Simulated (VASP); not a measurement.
# H (I4/mmm) in VASP: notebook

Runs on H. Level: PBE. Tasks: vibrations by perturbation theory.

All numbers are computed with VASP 6.6.1; they aren't measurements. Logs are shortened: lines on timing, memory, paths and dates and some standing lists are left out, and cuts for length are marked.

### Step 1. The cell of the first run

The structure is tetragonal, space group I4/mmm (No. 139). The conventional cell has a = 2.156 Å, b = 2.156 Å, c = 3.067 Å, α = 90.00°, β = 90.00°, γ = 90.00°. H (site symmetry 4mm) has 1 H at 0.74 Å within 1.0 Å.

### Step 2. Vibrations by perturbation theory, PBE

INCAR

```
  PREC = Accurate
  ENCUT = 500
  EDIFF = 1E-8
  ISMEAR = 0
  SIGMA = 0.01
  LREAL = False
  LASPH = True
  NELM = 120
  ALGO = Normal
  ISIF = 2
  LWAVE = False
  LCHARG = False
  GGA = PE
  NBANDS = 8
  IBRION = 8
  NSW = 1
  LEPSILON = True
  GGA_COMPAT = False
```

KPOINTS

```
regular mesh
0
Gamma
  8 8 8
```

POSCAR

```
H
1.0
   -1.0781701337      1.0781701337      1.5335401499
    1.0781701337     -1.0781701337      1.5335401499
    1.0781701337      1.0781701337     -1.5335401499
H
2
Direct
    0.8797266364      0.8797266364      0.0000000000
    0.1202733636      0.1202733636      0.0000000000
```

Potentials or basis: VASP PAW PBE potentials, release 64 (H).

On the command line:

```console
$ cat potpaw_PBE.64/H/POTCAR > POTCAR
$ mpirun -np 1 vasp_std > vasp.out
```

OUTCAR:

```text
PREC = Accurate
   ENCUT = 500
   EDIFF = 1E-8
   ISMEAR = 0
   LREAL = False
   LASPH = True
   NELM = 120
   ISIF = 2
   GGA = PE
   IBRION = 8
   NSW = 1
   LEPSILON = True

 ion  position               nearest neighbor table
   1  0.880  0.880  0.000-   2 0.74
   2  0.120  0.120  0.000-   1 0.74

  LATTYP: Found a body centered tetragonal cell.
 ALAT       =     2.1563402674
 C/A-ratio  =     1.4223545079

  Lattice vectors:

 A1 = (  -1.0781701337,   1.0781701337,   1.5335401499)
 A2 = (   1.0781701337,  -1.0781701337,   1.5335401499)
 A3 = (   1.0781701337,   1.0781701337,  -1.5335401499)

Analysis of symmetry for initial positions (statically):
=====================================================================
 Subroutine PRICEL returns:
 Original cell was already a primitive cell.

 Routine SETGRP: Setting up the symmetry group for a
 body centered tetragonal supercell.

 Subroutine GETGRP returns: Found 16 space group operations
 (whereof 16 operations were pure point group operations)
 out of a pool of 16 trial point group operations.

The static configuration has the point symmetry D_4h.

Analysis of symmetry for dynamics (positions and initial velocities):
=====================================================================
 Subroutine PRICEL returns:
 Original cell was already a primitive cell.

 Routine SETGRP: Setting up the symmetry group for a
 body centered tetragonal supercell.

 Subroutine GETGRP returns: Found 16 space group operations
 (whereof 16 operations were pure point group operations)
 out of a pool of 16 trial point group operations.

The dynamic configuration has the point symmetry D_4h.

 Subroutine INISYM returns: Found 16 space group operations
 (whereof 16 operations are pure point group operations),
 and found     1 'primitive' translations

----------------------------------------------------------------------------------------

                                     Primitive cell

  volume of cell :       7.1307

  direct lattice vectors                    reciprocal lattice vectors
    -1.078170134  1.078170134  1.533540150     0.000000000  0.463748702  0.326042980
     1.078170134 -1.078170134  1.533540150     0.463748702  0.000000000  0.326042980
     1.078170134  1.078170134 -1.533540150     0.463748702  0.463748702  0.000000000

  length of vectors
     2.162555679  2.162555679  2.162555679     0.566892303  0.566892303  0.655839704

  position of ions in fractional coordinates (direct lattice)
     0.879726636  0.879726636  0.000000000
     0.120273364  0.120273364  0.000000000

  ion indices of the primitive-cell ions
   primitive index   ion index
                 1           1
                 2           2

----------------------------------------------------------------------------------------

 KPOINTS: regular mesh

Automatic generation of k-mesh.
 Grid dimensions read from file:
 generate k-points for:    8    8    8

 Generating k-lattice:

  Cartesian coordinates                     Fractional coordinates (reciprocal lattice)
     0.000000000  0.057968588  0.040755372     0.125000000  0.000000000  0.000000000
     0.057968588  0.000000000  0.040755372     0.000000000  0.125000000  0.000000000
     0.057968588  0.057968588  0.000000000     0.000000000  0.000000000  0.125000000

  Length of vectors
     0.070861538  0.070861538  0.081979963

  Shift w.r.t. Gamma in fractional coordinates (k-lattice)
     0.000000000  0.000000000  0.000000000

 Subroutine IBZKPT returns following result:
 ===========================================

 Found     59 irreducible k-points:

 Following reciprocal coordinates:
            Coordinates               Weight
  0.000000  0.000000  0.000000      1.000000
  0.125000  0.000000 -0.000000      8.000000
[... 368 lines left out ...]
      direct lattice vectors                 reciprocal lattice vectors
    -1.078170134  1.078170134  1.533540150     0.000000000  0.463748702  0.326042980
     1.078170134 -1.078170134  1.533540150     0.463748702  0.000000000  0.326042980
     1.078170134  1.078170134 -1.533540150     0.463748702  0.463748702  0.000000000

 POSITION                                       TOTAL-FORCE (eV/Angst)
 -----------------------------------------------------------------------------------
      0.00000      0.00000      2.69819         0.000000      0.000000      0.009105
      0.00000      0.00000      0.36889        -0.000000     -0.000000     -0.009105
 -----------------------------------------------------------------------------------
    total drift:                                0.000000      0.000000     -0.000000

  FREE ENERGIE OF THE ION-ELECTRON SYSTEM (eV)
  ---------------------------------------------------
  free  energy   TOTEN  =        -6.1737621816 eV

  energy  without entropy=       -6.1737621816  energy(sigma->0) =       -6.17376218

 HEAD OF MICROSCOPIC STATIC DIELECTRIC TENSOR (INDEPENDENT PARTICLE, excluding Hartree and local field effects)
 ------------------------------------------------------
           2.883571     0.000000     0.000000
           0.000000     2.883571     0.000000
           0.000000     0.000000     4.556479
 ------------------------------------------------------

 Free energy of the ion-electron system (eV)
  ---------------------------------------------------
  ---------------------------------------------------
  free energy    TOTEN  =        -0.04080761 eV

  energy without entropy =       -0.04080761

------------------------ aborting loop because EDIFF is reached ----------------------------------------

--------------------------------------- Ionic step        2  -------------------------------------------

------------------------ aborting loop because EDIFF is reached ----------------------------------------

--------------------------------------- Ionic step        3  -------------------------------------------

------------------------ aborting loop because EDIFF is reached ----------------------------------------

 PIEZOELECTRIC TENSOR FIELD DIRECTION 3  (e Angst)
 -----------------------------------------------------------------------------
    -0.00057  0.00000  0.00000           ( -0.00000  0.00000  0.00000)
     0.00000 -0.00057  0.00000           (  0.00000 -0.00000  0.00000)
     0.00000  0.00000  0.00073           (  0.00000  0.00000 -0.00000)

 PIEZOELECTRIC TENSOR FIELD DIRECTION 3  (C/m^2)
 -----------------------------------------------------------------------------
    -0.00128  0.00000  0.00000
     0.00000 -0.00128  0.00000
     0.00000  0.00000  0.00164

--------------------------------------- Ionic step        4  -------------------------------------------

------------------------ aborting loop because EDIFF is reached ----------------------------------------

[... ionic steps 5 to 5 ...]

--------------------------------------- Ionic step        6  -------------------------------------------

 Free energy of the ion-electron system (eV)
  ---------------------------------------------------
  ---------------------------------------------------
  free energy    TOTEN  =        -0.01976867 eV

  energy without entropy =       -0.01976867

------------------------ aborting loop because EDIFF is reached ----------------------------------------

 INTERNAL STRAIN TENSOR  FOR ION    1  DIRECTION 3   (eV/Angst):
 -----------------------------------------------------------------------------
    -0.65691  0.00000  0.00000
     0.00000 -0.65691 -0.00000
     0.00000  0.00000 24.61092

 MACROSCOPIC STATIC DIELECTRIC TENSOR (including local field effects in DFT)
 ------------------------------------------------------
           2.880917     0.000000     0.000000
           0.000000     2.880917     0.000000
          -0.000000    -0.000000     4.211517
 ------------------------------------------------------

 PIEZOELECTRIC TENSOR (including local field effects)  for field in x, y, z        (e  Angst)
          XX          YY          ZZ          XY          YZ          ZX
  --------------------------------------------------------------------------------
  x     0.00000     0.00000     0.00000     0.00000     0.00000     0.00000
  y     0.00000     0.00000     0.00000     0.00000     0.00000     0.00000
  z     0.00000     0.00000     0.00000     0.00000     0.00000     0.00000

 PIEZOELECTRIC TENSOR (including local field effects)  for field in x, y, z        (C/m^2)
          XX          YY          ZZ          XY          YZ          ZX
  --------------------------------------------------------------------------------
  x     0.00000     0.00000     0.00000     0.00000     0.00000     0.00000
  y     0.00000     0.00000     0.00000     0.00000     0.00000     0.00000
  z     0.00000     0.00000     0.00000     0.00000     0.00000     0.00000

 BORN EFFECTIVE CHARGES (including local field effects) (in |e|, cummulative output)
 ---------------------------------------------------------------------------------
 ion    1
    1     0.00000     0.00000     0.00000
    2     0.00000     0.00000     0.00000
    3     0.00000     0.00000     0.00000
 ion    2
    1     0.00000     0.00000     0.00000
    2     0.00000     0.00000     0.00000
    3     0.00000     0.00000     0.00000

 INTERNAL STRAIN TENSOR FOR ION    2 for displacements in x,y,z  (eV/Angst):
          X           Y           Z          XY          YZ          ZX
  --------------------------------------------------------------------------------
  x     0.00000     0.00000     0.00000     0.00000     0.00000     0.04322
  y     0.00000     0.00000     0.00000     0.00000     0.05294     0.00000
  z     0.65691     0.65691   -24.61092     0.00000     0.00000     0.00000

 SECOND DERIVATIVES (NOT SYMMETRIZED)
 ------------------------------------
               1X          1Y          1Z          2X          2Y          2Z
  1X    -0.296854   -0.000000    0.000000    0.296854    0.000000    0.000000
  1Y     0.000000   -0.296854    0.000000   -0.000000    0.296854   -0.000000
  1Z     0.000000    0.000000  -34.540436    0.000000   -0.000000   34.540436
  2X     0.296854    0.000000    0.000000   -0.296854   -0.000000    0.000000
  2Y    -0.000000    0.296854   -0.000000    0.000000   -0.296854    0.000000
  2Z     0.000000   -0.000000   34.540436    0.000000    0.000000  -34.540436

 Eigenvectors and eigenvalues of the dynamical matrix
 ----------------------------------------------------

   1 f  =  129.936041 THz   816.412226 2PiTHz 4334.199806 cm-1   537.372046 meV
             X         Y         Z           dx          dy          dz
      0.000000  0.000000  2.698192     0.000000    0.000000   -0.707107
      0.000000  0.000000  0.368888     0.000000    0.000000    0.707107
[... 21 lines left out ...]
   6 f  =    0.000000 THz     0.000000 2PiTHz    0.000000 cm-1     0.000000 meV
             X         Y         Z           dx          dy          dz
      0.000000  0.000000  2.698192     0.000000   -0.000000    0.707107
      0.000000  0.000000  0.368888     0.000000    0.000000    0.707107

--------------------------------------------------------------------------------------------------------

 MACROSCOPIC STATIC DIELECTRIC TENSOR IONIC CONTRIBUTION
 ------------------------------------------------------
           0.000000     0.000000     0.000000
           0.000000     0.000000     0.000000
           0.000000     0.000000     0.000000
 ------------------------------------------------------

 ELASTIC MODULI CONTR FROM IONIC RELAXATION (kBar)
 Direction    XX          YY          ZZ          XY          YZ          ZX
 --------------------------------------------------------------------------------
 XX          -2.8071     -2.8071    105.1687      0.0000     -0.0000      0.0000
 YY          -2.8071     -2.8071    105.1687      0.0000     -0.0000      0.0000
 ZZ         105.1687    105.1687  -3940.1141      0.0000      0.0000      0.0000
 XY           0.0000      0.0000      0.0000      0.0000      0.0000      0.0000
 YZ          -0.0000     -0.0000      0.0000      0.0000     -2.1210      0.0000
 ZX           0.0000      0.0000      0.0000      0.0000      0.0000     -1.4135
 --------------------------------------------------------------------------------

 PIEZOELECTRIC TENSOR IONIC CONTR  for field in x, y, z        (C/m^2)
          XX          YY          ZZ          XY          YZ          ZX
  --------------------------------------------------------------------------------
  x     0.00000     0.00000     0.00000     0.00000     0.00000     0.00000
  y     0.00000     0.00000     0.00000     0.00000     0.00000     0.00000
  z     0.00000     0.00000     0.00000     0.00000     0.00000     0.00000
```

Wall time 33 s (1 thread of AMD EPYC 9R45 (Zen 5), shared host); peak memory 0.09 GiB.

What came out:

* Electronic dielectric tensor (diagonal): 2.88, 2.88, 4.21
* Born charges (mean of the diagonal): H +0.00 e
* Highest phonon frequency at Γ: 4334 cm⁻¹

Phonon frequencies in cm⁻¹ (negative: imaginary):
```
              q point         frequencies
(0.000, 0.000, 0.000)  0 0 0 402 402 4334
```

Electronic dielectric tensor:
```
2.88 0.00 0.00
0.00 2.88 0.00
0.00 0.00 4.21
```

Born effective charge tensors (e):
atom 1, H
```
0.00 0.00 0.00
0.00 0.00 0.00
0.00 0.00 0.00
```
atom 2, H
```
0.00 0.00 0.00
0.00 0.00 0.00
0.00 0.00 0.00
```

Caveat: the k points lie up to 0.52 Å⁻¹ apart; the cell wasn't relaxed at this level first, which shifts response properties.

(Continued in part 2 of 2.)
